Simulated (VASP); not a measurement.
# ZnO in VASP: notebook

Runs on ZnO. Level: PBE. Tasks: single point.

Everything below comes from runs of VASP 6.6.1. Logs are shortened: lines on timing, memory, paths and dates and some standing lists are left out, and cuts for length are marked.

## (1) The cell of the first run

The cell holds a slab with vacuum, 12 atoms: a = 5.534 Å, b = 6.020 Å, c = 17.393 Å, α = 90.00°, β = 90.00°, γ = 117.36°.

## (2) Single point, PBE

File INCAR:

```
  ALGO = Normal
  EDIFF = 1E-6
  ENCUT = 520
  GGA = PE
  ISIF = 2
  ISMEAR = -1
  LASPH = T
  LCHARG = F
  LREAL = F
  LWAVE = F
  NBANDS = 66
  NELM = 80
  PREC = Accurate
  SIGMA = 0.05
```

File KPOINTS:

```
k-points
0
Gamma
  2 2 1
```

File POSCAR:

```
ZnO
1.0
    5.5339020000      0.0000000000      0.0000000000
   -2.7669510000      5.3469200000      0.0000000000
    0.0000000000      0.0000000000     17.3926410000
Zn O
6 6
Direct
    0.3333271894      0.0000000000      0.0574955810
    0.6564819653      0.6696565499      0.0201004551
    0.9519108815     -0.1782895574      0.1841928434
    0.9380283259      0.3797887382      0.0587834820
    0.5832580291      0.0870968707      0.2395035924
    0.2701886555      0.4957433438      0.1967671270
    0.3105316441      0.6749493166      0.0475488455
    0.6172049107      0.3465733544      0.0169726955
    0.9632035765      0.9463392009      0.0734161074
    0.8778736533      0.4430027006      0.1898389095
    0.5676358005      0.7566599089      0.2409122341
    0.2686483875      0.1360970428      0.2253079334
```

Potentials or basis: VASP PAW PBE potentials, release 64 (Zn, O).

Run with:

```sh
$ cat potpaw_PBE.64/Zn/POTCAR potpaw_PBE.64/O/POTCAR > POTCAR
$ mpirun -np 1 vasp_std > vasp.out
```

OUTCAR:

```text
EDIFF = 1E-6
   ENCUT = 520
   GGA = PE
   ISIF = 2
   ISMEAR = -1
   LASPH = T
   LREAL = F
   NELM = 80
   PREC = Accurate

 ion  position               nearest neighbor table
   1  0.333  0.000  0.057-   7 1.91   9 1.94   8 2.07   3 2.89
   2  0.656  0.670  0.020-   8 1.86   9 1.98   7 1.99   4 2.90
   3  0.952  0.822  0.184-  12 2.03   9 2.06  10 2.13  11 2.21   1 2.89
   4  0.938  0.380  0.059-   8 1.84   7 2.02  10 2.36   2 2.90   6 2.91
   5  0.583  0.087  0.240-  12 1.91  11 1.95  10 2.19
   6  0.270  0.496  0.197-  11 1.84  10 2.05  12 2.22   4 2.91
   7  0.311  0.675  0.048-   1 1.91   2 1.99   4 2.02
   8  0.617  0.347  0.017-   4 1.84   2 1.86   1 2.07
   9  0.963  0.946  0.073-   1 1.94   2 1.98   3 2.06
  10  0.878  0.443  0.190-   6 2.05   3 2.13   5 2.19   4 2.36
  11  0.568  0.757  0.241-   6 1.84   5 1.95   3 2.21
  12  0.269  0.136  0.225-   5 1.91   3 2.03   6 2.22

  LATTYP: Found a base centered orthorhombic cell.
 ALAT       =     5.5339020000
 B/A-ratio  =     1.9324230895
 C/A-ratio  =     3.1429253716

  Lattice vectors:

 A1 = (   2.7669510000,  -5.3469200000,   0.0000000000)
 A2 = (   2.7669510000,   5.3469200000,   0.0000000000)
 A3 = (   0.0000000000,   0.0000000000,  17.3926410000)

Analysis of symmetry for initial positions (statically):
=====================================================================
 Subroutine PRICEL returns:
 Original cell was already a primitive cell.

 Routine SETGRP: Setting up the symmetry group for a
 base centered orthorhombic supercell.

 Subroutine GETGRP returns: Found  1 space group operations
 (whereof  1 operations were pure point group operations)
 out of a pool of  8 trial point group operations.

The static configuration has the point symmetry C_1 .

Analysis of symmetry for dynamics (positions and initial velocities):
=====================================================================
 Subroutine PRICEL returns:
 Original cell was already a primitive cell.

 Routine SETGRP: Setting up the symmetry group for a
 base centered orthorhombic supercell.

 Subroutine GETGRP returns: Found  1 space group operations
 (whereof  1 operations were pure point group operations)
 out of a pool of  8 trial point group operations.

The dynamic configuration has the point symmetry C_1 .

 Subroutine INISYM returns: Found  1 space group operations
 (whereof  1 operations are pure point group operations),
[... 104 lines left out ...]
   TEBEG  =    0.0;   TEEND  =   0.0 temperature during run
   PSTRESS=    0.0 pullay stress
   NELECT =     108.0000    total number of electrons
   NUPDOWN=      -1.0000    fix difference up-down
   EMIN   =  10.00;   EMAX   =-10.00  energy-range for DOS
   EFERMI =   0.00;   METHOD = LEGACY
   ISMEAR =    -1;   SIGMA  =   0.05  broadening in eV -4-tet -1-fermi 0-gaus
   EFERMI_NEDOS =   21; number of points for ismear=-14 and -15
   IALGO  =     38    algorithm
   IMIX   =      4    mixing-type and parameters
     AMIX     =   0.40;   BMIX     =  1.00
     AMIX_MAG =   1.60;   BMIX_MAG =  1.00
  volume/ion in A,a.u.               =      42.89       289.41
  Fermi-wavevector in a.u.,A,eV,Ry     =   0.972857  1.838434 12.877255  0.946452
  Thomas-Fermi vector in A             =   2.103190
   LORBIT       =      0    0 simple, 1 ext, 2 COOP (PROOUT), +10 PAW based schemes
   GGA     = PE    functional components
   LHFCALC =     F    Hartree Fock is set to
   AEXX    =    0.0000 exact exchange contribution
   IVDW    =     0    specifies the selected vdW correction
   LEPSILON=     F    determine dielectric tensor
   LRPA    =     F    only Hartree local field effects (RPA)
 non-spin polarized calculation
  energy-cutoff  :      520.00
  volume of cell :      514.64
 maximum number of plane-waves:     13886
 NGX is ok and might be reduce to    42
   NGX = 21   NGY = 23   NGZ = 65

 number of electron     108.0000030 magnetization

 Free energy of the ion-electron system (eV)
  ---------------------------------------------------
  ext. energy  EPLUGINS =         0.00000000
  ---------------------------------------------------
  free energy    TOTEN  =       -48.48128913 eV

  energy without entropy =      -48.48097468  energy(sigma->0) =      -48.48113191

 E-fermi :  -3.3198     XC(G=0):  -3.9646

 val. band max:       -3.6805762867   @ k =   0.0000   0.0000   0.0000
 cond. band min:      -2.9607061184   @ k =   0.0000   0.0000   0.0000
 fundamental gap:      0.7198701683
 Fermi energy:        -3.3197681374

 k-point     1 :       0.0000    0.0000    0.0000
  band No.  band energies     occupation
      1     -21.2281      2.00000
      2     -20.7916      2.00000
      3     -20.5725      2.00000
      4     -20.1151      2.00000
      5     -19.7732      2.00000
      6     -19.5161      2.00000
[... 265 lines left out ...]
     65       3.1841      0.00000
     66       3.2269      0.00000

------------------------ aborting loop because EDIFF is reached ----------------------------------------

  FORCE on cell =-STRESS in cart. coord.  units (eV):
  Direction    XX          YY          ZZ          XY          YZ          ZX
  --------------------------------------------------------------------------------------
  -------------------------------------------------------------------------------------
  Total       -5.4883928    -15.8443016     -4.7323999      0.1868063      2.8873646      1.7431645
  in kB      -17.0865777    -49.3268067    -14.7330050      0.5815691      8.9890029      5.4268557
  external PRESSURE =     -27.0487965 kB  Pullay stress =       0.0000000 kB

 VOLUME and BASIS-vectors are now :
 -----------------------------------------------------------------------------
  energy-cutoff  :      520.00
  volume of cell :      514.64
      direct lattice vectors                 reciprocal lattice vectors
     5.533902000  0.000000000  0.000000000     0.180704320  0.093511779  0.000000000
    -2.766951000  5.346920000  0.000000000     0.000000000  0.187023557  0.000000000
     0.000000000  0.000000000 17.392641000     0.000000000  0.000000000  0.057495581

 POSITION                                       TOTAL-FORCE (eV/Angst)
 -----------------------------------------------------------------------------------
      1.84460      0.00000      1.00000        -0.183228      0.978396     -0.494424
      1.78000      3.58060      0.34960        -0.758023      0.640804      1.186417
      2.99415      4.39362      3.20360        -0.721016     -0.191677      1.086326
      4.14010      2.03070      1.02240         1.126712      0.528094      1.148411
      2.98670      0.46570      4.16560        -0.081622      0.182851     -0.833778
      0.12350      2.65070      3.42230        -0.502196     -1.392163      0.571372
     -0.14910      3.60890      0.82700         0.379246     -0.550902     -0.091627
      2.45660      1.85310      0.29520        -0.213489     -1.908374     -0.218137
      2.71180      5.06000      1.27690        -0.744617      0.172165     -0.532962
      3.63230      2.36870      3.30180         1.310688     -0.104583     -0.691943
      1.04760      4.04580      4.19010         0.976297      1.699031     -0.383474
      1.11010      0.72770      3.91870        -0.588752     -0.053641     -0.746181
 -----------------------------------------------------------------------------------
    total drift:                                0.002183      0.001051     -0.000363

  FREE ENERGIE OF THE ION-ELECTRON SYSTEM (eV)
  ---------------------------------------------------
  free  energy   TOTEN  =       -48.4812891337 eV

  energy  without entropy=      -48.4809746793  energy(sigma->0) =      -48.48113191
```

OSZICAR:

```text
N       E                     dE             d eps       ncg     rms          rms(c)
DAV:   1     0.934043541574E+03    0.93404E+03   -0.48029E+04   528   0.157E+03
DAV:   2     0.127676248535E+03   -0.80637E+03   -0.76270E+03   600   0.377E+02
DAV:   3    -0.511084256106E+02   -0.17878E+03   -0.17495E+03   640   0.171E+02
[... 21 lines left out ...]
DAV:  25    -0.484812828013E+02   -0.59955E-05   -0.27971E-07   406   0.391E-03    0.488E-04
DAV:  26    -0.484812860544E+02   -0.32531E-05   -0.12334E-07   398   0.325E-03    0.428E-04
DAV:  27    -0.484812874134E+02   -0.13590E-05   -0.53057E-08   392   0.971E-04    0.264E-04
DAV:  28    -0.484812885900E+02   -0.11766E-05   -0.34330E-08   374   0.734E-04    0.149E-04
DAV:  29    -0.484812891337E+02   -0.54370E-06   -0.15940E-08   398   0.999E-04
   1 F= -.48481289E+02 E0= -.48481132E+02  d E =-.314454E-03
```

It took 5.2 min on 1 thread of Intel Xeon Platinum 8488C (Sapphire Rapids), shared host; peak memory 0.64 GiB.

Results:

- Free energy: -48.4813 eV
- Largest force: 1.997 eV/Å
- Band gap on the k mesh: 0.72 eV

Forces on the atoms (eV/Å):
```
Zn  -0.183  0.978 -0.494
Zn  -0.758  0.641  1.186
Zn  -0.721 -0.192  1.086
Zn   1.127  0.528  1.148
Zn  -0.082  0.183 -0.834
Zn  -0.502 -1.392  0.571
O    0.379 -0.551 -0.092
O   -0.213 -1.908 -0.218
O   -0.745  0.172 -0.533
O    1.311 -0.105 -0.692
O    0.976  1.699 -0.383
O   -0.589 -0.054 -0.746
```

Caveat: the k points lie up to 0.64 Å⁻¹ apart.

## (3) Single point, PBE

File INCAR:

```
SYSTEM = ZnO
  PREC = Accurate
  ENCUT = 520
  EDIFF = 1E-6
  ISMEAR = -1
  SIGMA = 0.05
  LREAL = .False.
  LASPH = .True.
  NELM = 100
  ALGO = Normal
  ISIF = 2
  LWAVE = .False.
  LCHARG = .False.
  GGA = PE
  NBANDS = 66
```

File KPOINTS:

```
Automatic mesh
0
Gamma
  2 2 1
  0 0 0
```

File POSCAR:

```
ZnO
1.0
    5.5339020000      0.0000000000      0.0000000000
   -2.7669510000      5.3469200000      0.0000000000
    0.0000000000      0.0000000000     17.3926410000
Zn O
6 6
Direct
    0.3333271894      0.0000000000      0.0574955810
    0.7072583261      0.6021784504      0.0427479645
    1.0482273623     -0.2028270481      0.2226631367
    1.0612212167      0.2470207147      0.0243091317
    0.6909174579      0.1248195223      0.1973593315
    0.3434150368      0.4692982128      0.1929034239
    0.3349653167      0.5900593239      0.0528556876
    0.6892292519      0.2511165306      0.0560984384
    0.9850740259      0.9129554959      0.0056058192
    1.0322416887      0.4607325339      0.2274985150
    0.7049009485      0.8081287919      0.1946800374
    0.3589408527      0.1154496420      0.1911153114
```

Potentials or basis: VASP PAW PBE potentials, release 64 (Zn, O).

Run with:

```sh
$ cat potpaw_PBE.64/Zn/POTCAR potpaw_PBE.64/O/POTCAR > POTCAR
$ mpirun -np 1 vasp_std > vasp.out
```

Wall time 5.4 min (1 thread of Intel Xeon Platinum 8488C (Sapphire Rapids), shared host); peak memory 0.63 GiB.

It converged, with:

```yaml
Free_energy: -48.9058 eV
Largest_force: 2.292 eV/Å
Band_gap_on_the_k_mesh: 0.97 eV
```

Forces in eV/Å, atoms in the order of the input:
```
Zn   0.236 -1.192 -0.190
Zn  -0.666 -0.610  0.381
Zn  -0.479 -0.537 -0.667
Zn  -1.432  1.284  0.710
Zn   2.070  0.759 -0.029
Zn   1.872  0.499 -0.865
O    0.411 -1.040 -0.044
O    0.692  1.333 -0.378
O    1.023  0.271  0.416
O   -1.937 -0.071  0.419
O    0.501 -0.723  0.332
O   -2.291  0.027 -0.085
```

Levels at points of the mesh, in eV from the valence-band top:
| k point | band 52 | band 53 | band 54 | band 55 | band 56 | band 57 |
| --- | --- | --- | --- | --- | --- | --- |
| (0.00, 0.00, 0.00) | -0.27 | -0.26 | 0.00 | 0.97 | 2.64 | 4.62 |
| (0.50, 0.00, 0.00) | -0.73 | -0.44 | -0.26 | 3.16 | 3.63 | 3.79 |
| (0.50, 0.50, 0.00) | -0.67 | -0.57 | -0.38 | 3.20 | 3.63 | 4.10 |
| (0.00, 0.50, 0.00) | -0.70 | -0.50 | -0.43 | 3.25 | 3.45 | 4.09 |

Caveat: the k points lie up to 0.64 Å⁻¹ apart.

(Part 1 of 2 ends here.)
